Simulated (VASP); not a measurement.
# Ta3N (P-3m1) in VASP: a series of runs, part 2 of 2

VASP 6.6.1. Earlier steps stand in the parts before.

## 3. Single point, PBE

This run uses another cell than the first one, of 15.58 Å³/atom, 1.020 times its volume.

INCAR reads:

```
SYSTEM = Ta3N
ALGO     = Normal         ! electronic algorithm
EDIFF    = 1E-7           ! SCF threshold, eV
ENCUT    = 520            ! plane-wave cutoff, eV
GGA      = PE             ! functional
ISIF     = 2              ! what is computed and relaxed
ISMEAR   = -1             ! smearing method
LASPH    = .True.         ! aspherical terms in the spheres
LCHARG   = .False.        ! write CHGCAR
LREAL    = .False.        ! projectors in reciprocal space
LWAVE    = .False.        ! write WAVECAR
NBANDS   = 27             ! bands
NELM     = 100            ! most SCF steps
PREC     = Accurate       ! precision mode
SIGMA    = 0.05           ! smearing width, eV
```

KPOINTS reads:

```
k-points
0
Gamma
  10 10 4
  0 0 0
```

POSCAR reads:

```
Ta3N
1.0
    3.0721262478      0.0000000000      0.0000000000
   -1.5360631240      2.6605393743      0.0000000000
    0.0000000000      0.0000000000      7.6231501572
Ta N
3 1
Direct
    0.6666666667      0.3333333333      0.8260700000
    0.3333333333      0.6666666667      0.1739300000
    0.0000000000      0.0000000000      0.5000000000
    0.0000000000      0.0000000000      0.0000000000
```

Potentials or basis: VASP PAW PBE potentials, release 64 (Ta_pv, N).

Command:

```
$ cat potpaw_PBE.64/Ta_pv/POTCAR potpaw_PBE.64/N/POTCAR > POTCAR
$ mpirun -np 1 vasp_std > vasp.out
```

OUTCAR:

```text
SYSTEM = Ta3N
   EDIFF = 1E-7
   ENCUT = 520
   GGA = PE
   ISIF = 2
   ISMEAR = -1
   LASPH = .True.
   LREAL = .False.
   NELM = 100
   PREC = Accurate

 ion  position               nearest neighbor table
   1  0.667  0.333  0.826-   4 2.21   4 2.21   4 2.21   3 3.05   3 3.05   3 3.05   2 3.19   2 3.19
                             2 3.19
   2  0.333  0.667  0.174-   4 2.21   4 2.21   4 2.21   3 3.05   3 3.05   3 3.05   1 3.19   1 3.19
                             1 3.19
   3  0.000  0.000  0.500-   1 3.05   2 3.05   1 3.05   2 3.05   1 3.05   2 3.05
   4  0.000  0.000  0.000-   1 2.21   2 2.21   1 2.21   2 2.21   1 2.21   2 2.21

  LATTYP: Found a hexagonal cell.
 ALAT       =     3.0721262478
 C/A-ratio  =     2.4813922158

  Lattice vectors:

 A1 = (   3.0721262478,   0.0000000000,   0.0000000000)
 A2 = (  -1.5360631240,   2.6605393743,   0.0000000000)
 A3 = (   0.0000000000,   0.0000000000,   7.6231501572)

Analysis of symmetry for initial positions (statically):
=====================================================================
 Subroutine PRICEL returns:
 Original cell was already a primitive cell.

 Routine SETGRP: Setting up the symmetry group for a
 hexagonal supercell.

 Subroutine GETGRP returns: Found 12 space group operations
 (whereof 12 operations were pure point group operations)
 out of a pool of 24 trial point group operations.

The static configuration has the point symmetry D_3d.

Analysis of symmetry for dynamics (positions and initial velocities):
=====================================================================
 Subroutine PRICEL returns:
 Original cell was already a primitive cell.

 Routine SETGRP: Setting up the symmetry group for a
 hexagonal supercell.

 Subroutine GETGRP returns: Found 12 space group operations
 (whereof 12 operations were pure point group operations)
 out of a pool of 24 trial point group operations.

The dynamic configuration has the point symmetry D_3d.

 Subroutine INISYM returns: Found 12 space group operations
 (whereof 12 operations are pure point group operations),
 and found     1 'primitive' translations

----------------------------------------------------------------------------------------

                                     Primitive cell

  volume of cell :      62.3079

  direct lattice vectors                    reciprocal lattice vectors
     3.072126248  0.000000000  0.000000000     0.325507456  0.187931817  0.000000000
    -1.536063124  2.660539374  0.000000000     0.000000000  0.375863635  0.000000000
     0.000000000  0.000000000  7.623150157     0.000000000  0.000000000  0.131179365

  length of vectors
     3.072126248  3.072126248  7.623150157     0.375863635  0.375863635  0.131179365

  position of ions in fractional coordinates (direct lattice)
     0.666666667  0.333333333  0.826070000
     0.333333333  0.666666667  0.173930000
     0.000000000  0.000000000  0.500000000
     0.000000000  0.000000000  0.000000000

  ion indices of the primitive-cell ions
   primitive index   ion index
                 1           1
                 2           2
                 3           3
                 4           4

----------------------------------------------------------------------------------------

 KPOINTS: k-points

Automatic generation of k-mesh.
 Grid dimensions read from file:
 generate k-points for:   10   10    4

 Generating k-lattice:

  Cartesian coordinates                     Fractional coordinates (reciprocal lattice)
     0.032550746  0.018793182  0.000000000     0.100000000  0.000000000  0.000000000
     0.000000000  0.037586363  0.000000000     0.000000000  0.100000000  0.000000000
     0.000000000  0.000000000  0.032794841     0.000000000  0.000000000  0.250000000

  Length of vectors
     0.037586363  0.037586363  0.032794841

  Shift w.r.t. Gamma in fractional coordinates (k-lattice)
     0.000000000  0.000000000  0.000000000

 Subroutine IBZKPT returns following result:
 ===========================================

 Found     50 irreducible k-points:

 Following reciprocal coordinates:
            Coordinates               Weight
  0.000000  0.000000  0.000000      1.000000
  0.100000 -0.000000  0.000000      6.000000
  0.200000 -0.000000  0.000000      6.000000
  0.300000 -0.000000  0.000000      6.000000
  0.400000 -0.000000  0.000000      6.000000
  0.500000 -0.000000  0.000000      3.000000
[... 16 lines left out ...]
  0.000000  0.400000  0.250000      6.000000
  0.500000 -0.000000  0.250000      6.000000
 [... further k-points ...]
   k-points           NKPTS =     50   k-points in BZ     NKDIM =     50   number of bands    NBANDS=     27
   number of dos      NEDOS =    301   number of ions     NIONS =      4
   total plane-waves  NPLWV =  34560
   dimension x,y,z NGX =    24 NGY =   24 NGZ =   60
   dimension x,y,z NGXF=    48 NGYF=   48 NGZF=  120
   ions per type =               3   1
   NGX,Y,Z   is equivalent  to a cutoff of  12.99, 12.99, 13.08 a.u.
   NGXF,Y,Z  is equivalent  to a cutoff of  25.97, 25.97, 26.17 a.u.
 SYSTEM =  Ta3N
   PREC   = accura    normal or accurate (medium, high low for compatibility)
   ISTART =      0    job   : 0-new  1-cont  2-samecut
   ICHARG =      2    charge: 1-file 2-atom 10-const
   ISPIN  =      1    spin polarized calculation?
   LNONCOLLINEAR =      F non collinear calculations
   LSORBIT =      F    spin-orbit coupling
   LASPH  =      T    aspherical Exc in radial PAW
   ENCUT  =  520.0 eV  38.22 Ry    6.18 a.u.   5.71  5.71 14.17*2*pi/ulx,y,z
   NELM   =    100;   NELMIN=  2; NELMDL= -5     # of ELM steps
   EDIFF  = 0.1E-06   stopping-criterion for ELM
   LREAL  =      F    real-space projection
   EDIFFG = 0.1E-05   stopping-criterion for IOM
   NSW    =      0    number of steps for IOM
   IBRION =     -1    ionic relax: 0-MD 1-quasi-New 2-CG
   NFREE  =      0    steps in history (QN), initial steepest desc. (CG)
   ISIF   =      2    stress and relaxation
   ISYM   =      2    0-nonsym 1-usesym 2-fastsym
   POTIM  = 0.5000    time-step for ionic-motion
   TEBEG  =    0.0;   TEEND  =   0.0 temperature during run
   PSTRESS=    0.0 pullay stress
   NELECT =      38.0000    total number of electrons
   NUPDOWN=      -1.0000    fix difference up-down
   EMIN   =  10.00;   EMAX   =-10.00  energy-range for DOS
   EFERMI =   0.00;   METHOD = LEGACY
   ISMEAR =    -1;   SIGMA  =   0.05  broadening in eV -4-tet -1-fermi 0-gaus
   EFERMI_NEDOS =   21; number of points for ismear=-14 and -15
   IALGO  =     38    algorithm
   IMIX   =      4    mixing-type and parameters
     AMIX     =   0.40;   BMIX     =  1.00
     AMIX_MAG =   1.60;   BMIX_MAG =  1.00
  volume/ion in A,a.u.               =      15.58       105.12
  Fermi-wavevector in a.u.,A,eV,Ry     =   1.388316  2.623537 26.224154  1.927421
  Thomas-Fermi vector in A             =   2.512454
   LORBIT       =      0    0 simple, 1 ext, 2 COOP (PROOUT), +10 PAW based schemes
   GGA     = PE    functional components
   LHFCALC =     F    Hartree Fock is set to
   AEXX    =    0.0000 exact exchange contribution
   IVDW    =     0    specifies the selected vdW correction
   LEPSILON=     F    determine dielectric tensor
   LRPA    =     F    only Hartree local field effects (RPA)
 non-spin polarized calculation
  energy-cutoff  :      520.00
  volume of cell :       62.31
 maximum number of plane-waves:      1692
 NGX is ok and might be reduce to    24
   NGX = 11   NGY = 11   NGZ = 29

 number of electron      38.0000007 magnetization

 Free energy of the ion-electron system (eV)
  ---------------------------------------------------
  ext. energy  EPLUGINS =         0.00000000
  ---------------------------------------------------
  free energy    TOTEN  =       -45.55343006 eV

  energy without entropy =      -45.52784529  energy(sigma->0) =      -45.54063767

 E-fermi :   6.2971     XC(G=0): -12.4847

 val. band max:        6.2917274248   @ k =   0.2000  -0.0000   0.0000
 cond. band min:       6.2987266243   @ k =   0.2000   0.2000   0.0000
 fundamental gap:      0.0069991995
 Fermi energy:         6.2971456496

 k-point     1 :       0.0000    0.0000    0.0000
  band No.  band energies     occupation
      1     -28.9081      2.00000
      2     -28.6572      2.00000
      3     -28.3832      2.00000
      4     -28.3832      2.00000
      5     -28.3574      2.00000
      6     -28.3574      2.00000
[... 19 lines left out ...]
     26       8.4749      0.00000
     27       9.3953      0.00000
[... 667 lines left out ...]
      5     -28.5567      2.00000
      6     -28.4810      2.00000
[... 19 lines left out ...]
     26      10.8859      0.00000
     27      11.5883      0.00000

 [... further k-points ...]
[... 5 lines left out ...]
  --------------------------------------------------------------------------------------
  -------------------------------------------------------------------------------------
  Total       -3.7293331     -3.7293331     -3.4789405      0.0000000      0.0000000      0.0000000
  in kB      -95.8955666    -95.8955666    -89.4570054      0.0000000      0.0000000      0.0000000
  external PRESSURE =     -93.7493795 kB  Pullay stress =       0.0000000 kB

 VOLUME and BASIS-vectors are now :
 -----------------------------------------------------------------------------
  energy-cutoff  :      520.00
  volume of cell :       62.31
      direct lattice vectors                 reciprocal lattice vectors
     3.072126248  0.000000000  0.000000000     0.325507456  0.187931817  0.000000000
    -1.536063124  2.660539374  0.000000000     0.000000000  0.375863635  0.000000000
     0.000000000  0.000000000  7.623150157     0.000000000  0.000000000  0.131179365

 POSITION                                       TOTAL-FORCE (eV/Angst)
 -----------------------------------------------------------------------------------
      1.53606      0.88685      6.29726        -0.000000      0.000000      0.306618
     -0.00000      1.77369      1.32589         0.000000      0.000000     -0.306618
      0.00000      0.00000      3.81158         0.000000      0.000000     -0.000000
      0.00000      0.00000      0.00000         0.000000      0.000000     -0.000000
 -----------------------------------------------------------------------------------
    total drift:                                0.000000     -0.000000      0.000000

  FREE ENERGIE OF THE ION-ELECTRON SYSTEM (eV)
  ---------------------------------------------------
  free  energy   TOTEN  =       -45.5534300641 eV

  energy  without entropy=      -45.5278452852  energy(sigma->0) =      -45.54063767
```

Run time: 64 s. Hardware: 1 thread of Intel Xeon 6975P-C (Granite Rapids), shared host; peak memory 0.22 GiB.

Results:

| Item | Value |
| --- | --- |
| Free energy | -45.5534 eV |
| Pressure | -9.4 GPa |
| Largest force | 0.307 eV/Å |
| Band gap on the k mesh | zero (band 19 reaches 6.61 eV, above the bottom of band 20 at 6.05 eV) |

Forces in eV/Å, atoms in the order of the input:
```
Ta   0.000  0.000  0.307
Ta   0.000  0.000 -0.307
Ta   0.000  0.000  0.000
N    0.000  0.000  0.000
```

Stress tensor (GPa, compression positive):
```
-9.59  0.00  0.00
 0.00 -9.59  0.00
 0.00  0.00 -8.95
```

Caveat: spin-orbit coupling is left out, which moves the levels of the heavy elements.

## 4. Single point, PBE

This run uses another cell than the first one, of 15.88 Å³/atom, 1.039 times its volume.

INCAR reads:

```
ALGO = Normal
EDIFF = 1E-6
ENCUT = 520
GGA = PE
ISIF = 2
ISMEAR = -1
LASPH = True
LCHARG = False
LREAL = False
LWAVE = False
NBANDS = 27
NELM = 100
PREC = Accurate
SIGMA = 0.05
```

KPOINTS reads:

```
k-points
0
Gamma
  10 10 4
```

POSCAR reads:

```
Ta3N
1.0
    3.0916944585      0.0000000000      0.0000000000
   -1.5458472293      2.6774859418      0.0000000000
    0.0000000000      0.0000000000      7.6717065629
Ta N
3 1
Direct
    0.6666666667      0.3333333333      0.8260700000
    0.3333333333      0.6666666667      0.1739300000
    0.0000000000      0.0000000000      0.5000000000
    0.0000000000      0.0000000000      0.0000000000
```

Command:

```
$ cat potpaw_PBE.64/Ta_pv/POTCAR potpaw_PBE.64/N/POTCAR > POTCAR
$ mpirun -np 1 vasp_std > vasp.out
```

It took 72 s on 1 thread of Intel Xeon 6975P-C (Granite Rapids), shared host; peak memory 0.22 GiB.

It converged, with:

- Free energy: -45.4693 eV
- Pressure: -13.2 GPa
- Largest force: 0.402 eV/Å
- Band gap on the k mesh: zero (band 19 reaches 6.41 eV, above the bottom of band 20 at 5.89 eV)

Forces in eV/Å, atoms in the order of the input:
```
Ta   0.000  0.000  0.402
Ta   0.000  0.000 -0.402
Ta   0.000  0.000  0.000
N    0.000  0.000  0.000
```

Stress tensor (GPa, compression positive):
```
-13.37   0.00   0.00
  0.00 -13.37   0.00
  0.00   0.00 -12.84
```

Levels at points of the mesh, in eV from the Fermi level:
```
           k point  band 15  band 16  band 17  band 18  band 19  band 20  band 21  band 22  band 23  band 24
(0.00, 0.00, 0.00)    -3.40    -1.44    -0.41    -0.41    -0.27     0.28     0.28     0.88     1.72     1.72
(0.50, 0.00, 0.00)    -3.55    -2.94    -1.20    -0.48     0.15     0.66     0.72     3.23     3.68     4.03
(0.00, 0.00, 0.50)    -3.74    -1.18    -1.07    -0.21    -0.21     0.52     0.52     1.15     1.20     1.20
(0.50, 0.00, 0.50)    -3.53    -2.72    -1.36    -1.17     0.05     0.85     1.17     2.24     4.06     4.11
```

Caveat: spin-orbit coupling is left out, which moves the levels of the heavy elements.

## 5. Single point, r2SCAN

This run uses another cell than the first one, of 14.08 Å³/atom, 0.922 times its volume.

POSCAR reads:

```
Ta3N
1.0
    2.9703244971      0.0000000000      0.0000000000
   -1.4851622486      2.5723764720      0.0000000000
    0.0000000000      0.0000000000      7.3705400853
Ta N
3 1
Direct
    0.6666666667      0.3333333333      0.8260700000
    0.3333333333      0.6666666667      0.1739300000
    0.0000000000      0.0000000000      0.5000000000
    0.0000000000      0.0000000000      0.0000000000
```

INCAR.step1 reads:

```
SYSTEM = Ta3N
PREC = Accurate
ENCUT = 520
ISMEAR = -1
SIGMA = 0.05
LREAL = .FALSE.
LASPH = .TRUE.
NELM = 100
NBANDS = 27
GGA = PE
ALGO = Normal
EDIFF = 1E-4
LWAVE = .TRUE.
LCHARG = .FALSE.
```

INCAR.step2 reads:

```
SYSTEM = Ta3N
PREC = Accurate
ENCUT = 520
EDIFF = 1E-7
ISMEAR = -1
SIGMA = 0.05
LREAL = .FALSE.
LASPH = .TRUE.
NELM = 100
ALGO = Normal
ISIF = 2
LWAVE = .FALSE.
LCHARG = .FALSE.
METAGGA = R2SCAN
LMIXTAU = .TRUE.
NBANDS = 27
ISTART = 1
```

KPOINTS reads:

```
Automatic mesh
0
G
  10 10 4
  0 0 0
```

Command:

```
$ cat potpaw_PBE.64/Ta_pv/POTCAR potpaw_PBE.64/N/POTCAR > POTCAR
$ cp INCAR.step1 INCAR
$ mpirun -np 1 vasp_std > vasp.out
$ cp INCAR.step2 INCAR
$ mpirun -np 1 vasp_std > vasp.out
```

Run time: 4.4 min. Hardware: 1 thread of Intel Xeon 6975P-C (Granite Rapids), shared host; peak memory 0.22 GiB.

It converged, with:

```
Free energy            : -156.9177 eV
Pressure               : 14.5 GPa
Largest force          : 0.423 eV/Å
Band gap on the k mesh : zero (band 19 reaches 7.59 eV, above the bottom of band 20 at 6.85 eV)
```

Forces on the atoms (eV/Å):
```
Ta   0.000  0.000 -0.423
Ta   0.000  0.000  0.423
Ta   0.000  0.000  0.000
N    0.000  0.000  0.000
```

Stress tensor (GPa, compression positive):
```
13.51  0.00  0.00
 0.00 13.51  0.00
 0.00  0.00 16.41
```

Levels at points of the mesh, in eV from the Fermi level:
```
           k point  band 17  band 18  band 19  band 20  band 21  band 22
(0.00, 0.00, 0.00)    -0.50    -0.50    -0.35     0.31     0.31     0.99
(0.50, 0.00, 0.00)    -1.39    -0.60     0.16     0.79     0.95     3.92
(0.00, 0.00, 0.50)    -1.26    -0.26    -0.26     0.59     0.59     1.32
(0.50, 0.00, 0.50)    -1.53    -1.44     0.17     1.05     1.43     2.71
```

Caveat: the PAW data sets were made with another functional, which shifts forces and pressure a little; spin-orbit coupling is left out, which moves the levels of the heavy elements.

## 6. Overview

| level | cell | gap on the mesh (eV) | pressure (GPa) | largest force (eV/Å) |
| --- | --- | --- | --- | --- |
| PBE | a = 3.052, b = 3.052, c = 7.574 Å, angles 90.0, 90.0, 120.0°, 4 atoms | none | -5.1 | 0.20 |
| PBE | a = 3.072, b = 3.072, c = 7.623 Å, angles 90.0, 90.0, 120.0°, 4 atoms | none | -9.4 | 0.31 |
| PBE | a = 3.092, b = 3.092, c = 7.672 Å, angles 90.0, 90.0, 120.0°, 4 atoms | none | -13.2 | 0.40 |
| r2SCAN | a = 2.970, b = 2.970, c = 7.371 Å, angles 90.0, 90.0, 120.0°, 4 atoms | none | 14.5 | 0.42 |

Alike in all rows: task single point; potentials or basis VASP PAW PBE potentials, release 64 (Ta_pv, N); no spin polarisation; k mesh 10 × 10 × 4; cutoff (eV) 520; smearing fermi-dirac 0.05 eV.

Caveats: spin-orbit coupling is left out, which moves the levels of the heavy elements; the PAW data sets were made with another functional, which shifts forces and pressure a little (some runs).

Total energies depend on the potentials used, so only differences within one code and one set of settings carry meaning.
